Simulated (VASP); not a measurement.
# SiF (Pmma) in VASP: further runs

Runs on SiF. Level: PBE. Tasks: single point.

Program: VASP 6.6.1. These are calculated values, not measurements. Logs are shortened: lines on timing, memory, paths and dates and some standing lists are left out, and cuts for length are marked.

**1. The cell of the first run**

It takes space group Pmma (No. 51, orthorhombic). The conventional cell has a = 4.033 Å, b = 2.670 Å, c = 4.118 Å, α = 90.00°, β = 90.00°, γ = 90.00°. Si (site symmetry mm2) has 8 F at 2.45 to 2.47 Å and 6 Si at 2.54 to 3.27 Å within 3.3 Å. F (site symmetry mm2) has 8 Si at 2.45 to 2.47 Å and 6 F at 2.54 to 3.27 Å within 3.3 Å.

The cell was built from a structure type or drawn by symmetry, and may not be a known phase.

**2. Single point, PBE**

The input, INCAR:

```
ALGO     = Normal         # electronic algorithm
EDIFF    = 1E-6           # SCF threshold, eV
ENCUT    = 520            # plane-wave cutoff, eV
GGA      = PE             # functional
ISIF     = 2              # what is computed and relaxed
ISMEAR   = 0              # smearing method
LASPH    = True           # aspherical terms in the spheres
LCHARG   = True           # write CHGCAR
LELF     = True           # ELF
LREAL    = False          # projectors in reciprocal space
LVHAR    = True         
LWAVE    = False          # write WAVECAR
NBANDS   = 19             # bands
NELM     = 60             # most SCF steps
PREC     = Accurate       # precision mode
SIGMA    = 0.1            # smearing width, eV
```

The input, KPOINTS:

```
k-points
0
Gamma
  4 6 4
```

The input, POSCAR:

```
SiF
1.0
    4.0334906500      0.0000000000      0.0000000000
    0.0000000000      2.6700869600      0.0000000000
    0.0000000000      0.0000000000      4.1180629600
Si F
2 2
Direct
    0.2500000000      0.5000000000      0.8119999600
    0.7500000000      0.5000000000      0.1880000400
    0.2500000000      0.0000000000      0.3119999900
    0.7500000000      0.0000000000      0.6880000100
```

Potentials or basis: VASP PAW PBE potentials, release 64 (Si, F).

On the command line:

```sh
$ cat potpaw_PBE.64/Si/POTCAR potpaw_PBE.64/F/POTCAR > POTCAR
$ mpirun -np 1 vasp_std > vasp.out
```

OUTCAR:

```text
EDIFF = 1E-6
   ENCUT = 520
   GGA = PE
   ISIF = 2
   ISMEAR = 0
   LASPH = True
   LREAL = False
   NELM = 60
   PREC = Accurate

 ion  position               nearest neighbor table
   1  0.250  0.500  0.812-   3 2.45   3 2.45   3 2.45   3 2.45   4 2.47   4 2.47   4 2.47   4 2.47
                             2 2.54   2 2.54
   2  0.750  0.500  0.188-   4 2.45   4 2.45   4 2.45   4 2.45   3 2.47   3 2.47   3 2.47   3 2.47
                             1 2.54   1 2.54
   3  0.250  0.000  0.312-   1 2.45   1 2.45   1 2.45   1 2.45   2 2.47   2 2.47   2 2.47   2 2.47

   4  0.750  0.000  0.688-   2 2.45   2 2.45   2 2.45   2 2.45   1 2.47   1 2.47   1 2.47   1 2.47

  LATTYP: Found a simple orthorhombic cell.
 ALAT       =     2.6700869600
 B/A-ratio  =     1.5106214556
 C/A-ratio  =     1.5422954464

  Lattice vectors:

 A1 = (   0.0000000000,  -2.6700869600,   0.0000000000)
 A2 = (   4.0334906500,   0.0000000000,   0.0000000000)
 A3 = (   0.0000000000,   0.0000000000,   4.1180629600)

Analysis of symmetry for initial positions (statically):
=====================================================================
 Subroutine PRICEL returns:
 Original cell was already a primitive cell.

 Routine SETGRP: Setting up the symmetry group for a
 simple orthorhombic supercell.

 Subroutine GETGRP returns: Found  8 space group operations
 (whereof  4 operations were pure point group operations)
 out of a pool of  8 trial point group operations.

The static configuration has the point symmetry C_2h.
 The point group associated with its full space group is D_2h.

Analysis of symmetry for dynamics (positions and initial velocities):
=====================================================================
 Subroutine PRICEL returns:
 Original cell was already a primitive cell.

 Routine SETGRP: Setting up the symmetry group for a
 simple orthorhombic supercell.

 Subroutine GETGRP returns: Found  8 space group operations
 (whereof  4 operations were pure point group operations)
 out of a pool of  8 trial point group operations.

The dynamic configuration has the point symmetry C_2h.
 The point group associated with its full space group is D_2h.

 Subroutine INISYM returns: Found  8 space group operations
 (whereof  4 operations are pure point group operations),
 and found     1 'primitive' translations

----------------------------------------------------------------------------------------

                                     Primitive cell

  volume of cell :      44.3506

  direct lattice vectors                    reciprocal lattice vectors
     4.033490650  0.000000000  0.000000000     0.247924214  0.000000000  0.000000000
     0.000000000  2.670086960  0.000000000     0.000000000  0.374519637  0.000000000
     0.000000000  0.000000000  4.118062960     0.000000000  0.000000000  0.242832616

  length of vectors
     4.033490650  2.670086960  4.118062960     0.247924214  0.374519637  0.242832616

  position of ions in fractional coordinates (direct lattice)
     0.250000000  0.500000000  0.811999960
     0.750000000  0.500000000  0.188000040
     0.250000000  0.000000000  0.311999990
     0.750000000  0.000000000  0.688000010

  ion indices of the primitive-cell ions
   primitive index   ion index
                 1           1
                 2           2
                 3           3
                 4           4

----------------------------------------------------------------------------------------

 KPOINTS: k-points

Automatic generation of k-mesh.
 Grid dimensions read from file:
 generate k-points for:    4    6    4

 Generating k-lattice:

  Cartesian coordinates                     Fractional coordinates (reciprocal lattice)
     0.061981054  0.000000000  0.000000000     0.250000000  0.000000000  0.000000000
     0.000000000  0.062419940  0.000000000     0.000000000  0.166666667  0.000000000
     0.000000000  0.000000000  0.060708154     0.000000000  0.000000000  0.250000000

  Length of vectors
     0.061981054  0.062419940  0.060708154

  Shift w.r.t. Gamma in fractional coordinates (k-lattice)
     0.000000000  0.000000000  0.000000000

 Subroutine IBZKPT returns following result:
 ===========================================

 Found     36 irreducible k-points:

 Following reciprocal coordinates:
            Coordinates               Weight
  0.000000  0.000000  0.000000      1.000000
  0.250000  0.000000  0.000000      2.000000
  0.500000  0.000000  0.000000      1.000000
  0.000000  0.166667  0.000000      2.000000
  0.250000  0.166667  0.000000      4.000000
  0.500000  0.166667  0.000000      2.000000
[... 16 lines left out ...]
  0.250000  0.500000  0.250000      4.000000
  0.500000  0.500000  0.250000      2.000000
 [... further k-points ...]
   k-points           NKPTS =     36   k-points in BZ     NKDIM =     36   number of bands    NBANDS=     19
   number of dos      NEDOS =    301   number of ions     NIONS =      4
   total plane-waves  NPLWV =  19200
   dimension x,y,z NGX =    30 NGY =   20 NGZ =   32
   dimension x,y,z NGXF=    60 NGYF=   40 NGZF=   64
   ions per type =               2   2
   NGX,Y,Z   is equivalent  to a cutoff of  12.36, 12.45, 12.92 a.u.
   NGXF,Y,Z  is equivalent  to a cutoff of  24.73, 24.90, 25.84 a.u.
 SYSTEM =  unknown system
   PREC   = accura    normal or accurate (medium, high low for compatibility)
   ISTART =      0    job   : 0-new  1-cont  2-samecut
   ICHARG =      2    charge: 1-file 2-atom 10-const
   ISPIN  =      1    spin polarized calculation?
   LNONCOLLINEAR =      F non collinear calculations
   LSORBIT =      F    spin-orbit coupling
   LASPH  =      T    aspherical Exc in radial PAW
   ENCUT  =  520.0 eV  38.22 Ry    6.18 a.u.   7.50  4.96  7.66*2*pi/ulx,y,z
   NELM   =     60;   NELMIN=  2; NELMDL= -5     # of ELM steps
   EDIFF  = 0.1E-05   stopping-criterion for ELM
   LREAL  =      F    real-space projection
[... 7 lines left out ...]
   TEBEG  =    0.0;   TEEND  =   0.0 temperature during run
   PSTRESS=    0.0 pullay stress
   NELECT =      22.0000    total number of electrons
   NUPDOWN=      -1.0000    fix difference up-down
   EMIN   =  10.00;   EMAX   =-10.00  energy-range for DOS
   EFERMI =   0.00;   METHOD = LEGACY
   ISMEAR =     0;   SIGMA  =   0.10  broadening in eV -4-tet -1-fermi 0-gaus
   EFERMI_NEDOS =   21; number of points for ismear=-14 and -15
   IALGO  =     38    algorithm
   IMIX   =      4    mixing-type and parameters
     AMIX     =   0.40;   BMIX     =  1.00
     AMIX_MAG =   1.60;   BMIX_MAG =  1.00
  volume/ion in A,a.u.               =      11.09        74.82
  Fermi-wavevector in a.u.,A,eV,Ry     =   1.295933  2.448958 22.850203  1.679443
  Thomas-Fermi vector in A             =   2.427421
   LORBIT       =      0    0 simple, 1 ext, 2 COOP (PROOUT), +10 PAW based schemes
   GGA     = PE    functional components
   LHFCALC =     F    Hartree Fock is set to
   AEXX    =    0.0000 exact exchange contribution
   IVDW    =     0    specifies the selected vdW correction
   LEPSILON=     F    determine dielectric tensor
   LRPA    =     F    only Hartree local field effects (RPA)
 non-spin polarized calculation
 Gauss-broadening in eV      SIGMA  =   0.10
  energy-cutoff  :      520.00
  volume of cell :       44.35
 maximum number of plane-waves:      1226
 NGX is ok and might be reduce to    30
   NGX = 15   NGY =  9   NGZ = 15

 number of electron      21.9999987 magnetization

 Free energy of the ion-electron system (eV)
  ---------------------------------------------------
  ext. energy  EPLUGINS =         0.00000000
  ---------------------------------------------------
  free energy    TOTEN  =       -15.47349532 eV

  energy without entropy =      -15.46020847  energy(sigma->0) =      -15.46685190

 E-fermi :   8.2193     XC(G=0): -11.2994

 val. band max:        8.2178924512   @ k =   0.0000   0.1667   0.2500
 cond. band min:       8.2273991929   @ k =   0.2500   0.0000   0.0000
 fundamental gap:      0.0095067417
 Fermi energy:         8.2192560964

 k-point     1 :       0.0000    0.0000    0.0000
  band No.  band energies     occupation
      1     -17.1356      2.00000
      2     -16.2972      2.00000
      3      -2.0620      2.00000
      4      -0.4167      2.00000
      5       0.4431      2.00000
      6       0.9958      2.00000
[... 11 lines left out ...]
     18      17.0217      0.00000
     19      18.5245      0.00000

 k-point     2 :       0.2500    0.0000    0.0000
  band No.  band energies     occupation
      1     -17.0068      2.00000
      2     -16.4118      2.00000
      3      -1.9782      2.00000
      4      -1.3624      2.00000
      5      -0.0104      2.00000
      6       1.3009      2.00000
[... 11 lines left out ...]
     18      17.6438      0.00000
     19      19.8522      0.00000

 k-point     3 :       0.5000    0.0000    0.0000
  band No.  band energies     occupation
      1     -16.7024      2.00000
      2     -16.7024      2.00000
      3      -1.9285      2.00000
      4      -1.9285      2.00000
      5       0.3640      2.00000
      6       0.3640      2.00000
[... 11 lines left out ...]
     18      18.6343      0.00000
     19      19.0786      0.00000

 k-point     4 :       0.0000    0.1667    0.0000
  band No.  band energies     occupation
      1     -17.0019      2.00000
      2     -16.2091      2.00000
      3      -1.9720      2.00000
      4      -0.1043      2.00000
      5       0.3525      2.00000
      6       1.3128      2.00000
[... 407 lines left out ...]
     18      17.2023      0.00000
     19      20.0576      0.00000

 k-point    23 :       0.2500    0.5000    0.2500
  band No.  band energies     occupation
      1     -16.4323      2.00000
      2     -16.0504      2.00000
      3      -1.7126      2.00000
      4       0.2186      2.00000
      5       0.2888      2.00000
      6       1.0027      2.00000
[... 11 lines left out ...]
     18      17.2977      0.00000
     19      19.3129      0.00000

 k-point    24 :       0.5000    0.5000    0.2500
  band No.  band energies     occupation
      1     -16.2366      2.00000
      2     -16.2366      2.00000
      3      -0.6315      2.00000
      4      -0.6315      2.00000
      5       0.2224      2.00000
      6       0.2224      2.00000
[... 11 lines left out ...]
     18      15.9309      0.00000
     19      20.6272      0.00000

 [... further k-points ...]
[... 5 lines left out ...]
  --------------------------------------------------------------------------------------
  -------------------------------------------------------------------------------------
  Total        9.3634389      3.2604179      6.5360836      0.0000000      0.0000000      0.0000000
  in kB      338.2567897    117.7834866    236.1178042      0.0000000      0.0000000      0.0000000
  external PRESSURE =     230.7193602 kB  Pullay stress =       0.0000000 kB

 VOLUME and BASIS-vectors are now :
 -----------------------------------------------------------------------------
  energy-cutoff  :      520.00
  volume of cell :       44.35
      direct lattice vectors                 reciprocal lattice vectors
     4.033490650  0.000000000  0.000000000     0.247924214  0.000000000  0.000000000
     0.000000000  2.670086960  0.000000000     0.000000000  0.374519637  0.000000000
     0.000000000  0.000000000  4.118062960     0.000000000  0.000000000  0.242832616

 POSITION                                       TOTAL-FORCE (eV/Angst)
 -----------------------------------------------------------------------------------
      1.00837      1.33504      3.34387         0.000000      0.000000      1.080305
      3.02512      1.33504      0.77420         0.000000      0.000000     -1.080305
      1.00837      0.00000      1.28484        -0.000000      0.000000      1.135048
      3.02512      0.00000      2.83323         0.000000     -0.000000     -1.135048
 -----------------------------------------------------------------------------------
    total drift:                                0.000000      0.000000     -0.000000

  FREE ENERGIE OF THE ION-ELECTRON SYSTEM (eV)
  ---------------------------------------------------
  free  energy   TOTEN  =       -15.4734953240 eV

  energy  without entropy=      -15.4602084716  energy(sigma->0) =      -15.46685190
```

Wall time 33 s (1 thread of Intel Xeon 8259CL, shared host); peak memory 0.16 GiB.

Results:

* Free energy: -15.4735 eV
* Pressure: 23.1 GPa
* Largest force: 1.135 eV/Å
* Band gap on the k mesh: zero (bands 11 and 12 overlap by 2.52 eV)

Forces in eV/Å, atoms in the order of the input:
```
Si   0.000  0.000  1.080
Si   0.000  0.000 -1.080
F    0.000  0.000  1.135
F    0.000  0.000 -1.135
```

Stress tensor (GPa, compression positive):
```
33.83  0.00  0.00
 0.00 11.78  0.00
 0.00  0.00 23.61
```

Levels at points of the mesh, in eV from the Fermi level:
| k point | band 7 | band 8 | band 9 | band 10 | band 11 | band 12 | band 13 | band 14 | band 15 | band 16 |
| --- | --- | --- | --- | --- | --- | --- | --- | --- | --- | --- |
| (0.00, 0.00, 0.00) | -5.81 | -5.50 | -4.99 | -4.91 | 0.01 | 1.82 | 5.03 | 6.22 | 6.34 | 7.69 |
| (0.50, 0.00, 0.00) | -5.20 | -5.20 | -3.72 | -3.72 | 1.12 | 1.12 | 3.27 | 3.27 | 8.39 | 8.39 |
| (0.00, 0.50, 0.00) | -5.87 | -5.25 | -3.34 | -3.21 | -1.11 | -1.01 | -0.97 | 0.83 | 5.71 | 6.58 |
| (0.50, 0.50, 0.00) | -6.25 | -6.25 | -3.27 | -3.27 | -0.78 | -0.78 | 0.90 | 0.90 | 6.41 | 6.41 |
| (0.00, 0.00, 0.50) | -5.35 | -5.04 | -4.03 | -3.42 | 0.08 | 0.78 | 1.56 | 4.82 | 7.30 | 8.92 |
| (0.50, 0.00, 0.50) | -5.17 | -5.17 | -3.42 | -3.42 | -1.23 | -1.23 | 5.95 | 5.95 | 7.98 | 7.98 |
| (0.00, 0.50, 0.50) | -6.72 | -5.70 | -4.35 | -1.40 | -0.53 | -0.23 | -0.15 | 2.98 | 4.31 | 6.01 |
| (0.50, 0.50, 0.50) | -5.27 | -5.27 | -5.17 | -5.17 | 0.36 | 0.36 | 2.05 | 2.05 | 6.72 | 6.72 |

Caveat: the k points lie up to 0.39 Å⁻¹ apart, too coarse for converged energies and pressures of a metal; forces of over 1 eV/Å act on the atoms, so gaps and moduli don't describe the material at rest.

**3. Single point, PBE**

This run uses another cell than the first one, of 16.32 Å³/atom.

The input, INCAR:

```
ALGO = Normal
EDIFF = 1E-6
ENCUT = 520
GGA = PE
ISIF = 2
ISMEAR = 0
LASPH = T
LCHARG = F
LREAL = F
LWAVE = F
NBANDS = 19
NELM = 80
PREC = Accurate
SIGMA = 0.1
```

KPOINTS is that of step 2.

The input, POSCAR:

```
SiF
1.0
    4.7004063156      0.0000000000      0.0000000000
    0.0000000000      2.5396628197      0.0000000000
    0.0000000000      0.0000000000      5.4672023891
Si F
2 2
Direct
    0.2500000000      0.5000000000      0.9592383896
    0.7500000000      0.5000000000      0.0407616104
    0.2500000000      0.0000000000      0.6981766009
    0.7500000000      0.0000000000      0.3018233991
```

Potentials or basis: VASP PAW PBE potentials, release 64 (Si, F).

On the command line:

```sh
$ cat potpaw_PBE.64/Si/POTCAR potpaw_PBE.64/F/POTCAR > POTCAR
$ mpirun -np 1 vasp_std > vasp.out
```

OUTCAR:

```text
EDIFF = 1E-6
   ENCUT = 520
   GGA = PE
   ISIF = 2
   ISMEAR = 0
   LASPH = T
   LREAL = F
   NELM = 80
   PREC = Accurate

 ion  position               nearest neighbor table
   1  0.250  0.500  0.959-   3 1.91   3 1.91   2 2.39   2 2.39
   2  0.750  0.500  0.041-   4 1.91   4 1.91   1 2.39   1 2.39
   3  0.250  0.000  0.698-   1 1.91   1 1.91
   4  0.750  0.000  0.302-   2 1.91   2 1.91

  LATTYP: Found a simple orthorhombic cell.
 ALAT       =     2.5396628197
[... 710 lines left out ...]
      6      -4.1361      2.00000
[... 11 lines left out ...]
     18      13.2885      0.00000
     19      13.8034      0.00000

 [... further k-points ...]
[... 5 lines left out ...]
  --------------------------------------------------------------------------------------
  -------------------------------------------------------------------------------------
  Total       -0.0820873      0.1623921      0.1947863      0.0000000      0.0000000     -0.0000000
  in kB       -2.0151618      3.9865655      4.7818101      0.0000000      0.0000000     -0.0000000
  external PRESSURE =       2.2510712 kB  Pullay stress =       0.0000000 kB

 VOLUME and BASIS-vectors are now :
 -----------------------------------------------------------------------------
  energy-cutoff  :      520.00
  volume of cell :       65.26
      direct lattice vectors                 reciprocal lattice vectors
     4.700406316  0.000000000  0.000000000     0.212747565  0.000000000  0.000000000
     0.000000000  2.539662820  0.000000000     0.000000000  0.393753057  0.000000000
     0.000000000  0.000000000  5.467202389     0.000000000  0.000000000  0.182908905

 POSITION                                       TOTAL-FORCE (eV/Angst)
 -----------------------------------------------------------------------------------
      1.17510      1.26983      5.24435        -0.000000      0.000000      0.059479
      3.52530      1.26983      0.22285        -0.000000      0.000000     -0.059479
      1.17510      0.00000      3.81707         0.000000     -0.000000     -0.056596
      3.52530      0.00000      1.65013        -0.000000      0.000000      0.056596
 -----------------------------------------------------------------------------------
    total drift:                                0.000000      0.000000     -0.000000

  FREE ENERGIE OF THE ION-ELECTRON SYSTEM (eV)
  ---------------------------------------------------
  free  energy   TOTEN  =       -19.2794634958 eV

  energy  without entropy=      -19.2788047386  energy(sigma->0) =      -19.27913412
```

stdout:

```text
POSCAR found type information on POSCAR SiF
 POSCAR found :  2 types and       4 ions
 scaLAPACK will be used
 LDA part: xc-table for (Slater+PW92), standard interpolation
 POSCAR, INCAR and KPOINTS ok, starting setup
 FFT: planning ... GRIDC
 FFT: planning ... GRID_SOFT
 FFT: planning ... GRID
 WAVECAR not read
 entering main loop
```

Run time: 39 s. Hardware: 1 thread of Intel Xeon 8259CL, shared host; peak memory 0.19 GiB.

What came out:

```
Free energy            : -19.2795 eV
Pressure               : 0.2 GPa
Largest force          : 0.059 eV/Å
Band gap on the k mesh : zero (bands 11 and 12 overlap by 3.25 eV)
```

Forces on the atoms (eV/Å):
```
Si   0.000  0.000  0.059
Si   0.000  0.000 -0.059
F    0.000  0.000 -0.057
F    0.000  0.000  0.057
```

Caveat: the k points lie up to 0.41 Å⁻¹ apart, too coarse for converged energies and pressures of a metal.
